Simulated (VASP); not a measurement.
**Au: single point with PBEsol**

The system is Au.

```xyz
1
Lattice="0.0000 2.0598 2.0598 2.0598 0.0000 2.0598 2.0598 2.0598 0.0000" Properties=species:S:1:pos:R:3 pbc="T T T"
Au    0.0000    0.0000    0.0000
```

This cell differs from its parent crystal: strained.

| Item | Value |
| --- | --- |
| Program | VASP 6.6.1 |
| Task | single point |
| Functional | PBEsol |
| Potentials or basis | VASP PAW PBE potentials, release 64 (Au) |
| Cutoff | 520 eV |
| k mesh | 18 × 18 × 18 |
| Occupations | gaussian, width 0.1 eV |
| Spin | no spin polarisation |

- Pressure: -4.5 GPa
- Band gap on the k mesh: zero (an odd number of electrons rules out a gap without spin polarisation)

Levels at points of the mesh, in eV from the Fermi level:
| k point | band 3 | band 4 | band 5 | band 6 | band 7 | band 8 | band 9 | band 10 |
| --- | --- | --- | --- | --- | --- | --- | --- | --- |
| (0.00, 0.00, 0.00) | -4.50 | -4.50 | -3.04 | -3.04 | 14.57 | 18.42 | 18.42 | 18.42 |
| (0.50, 0.00, 0.00) | -4.53 | -1.89 | -1.89 | -0.86 | 2.96 | 14.01 | 16.94 | 16.94 |
| (0.50, 0.50, 0.00) | -1.93 | -1.58 | -1.58 | 1.07 | 5.58 | 9.92 | 9.92 | 16.93 |

Run time: 11 s on 1 thread of Intel(R) Xeon(R) 6975P-C (Granite Rapids) (shared host), peak memory 0.16 GiB.

Caveat: the cell differs from its parent crystal (strained); the cell stands under tension; the PAW data sets were made with another functional, which shifts forces and pressure a little; spin-orbit coupling is left out, which moves the levels of the heavy elements.
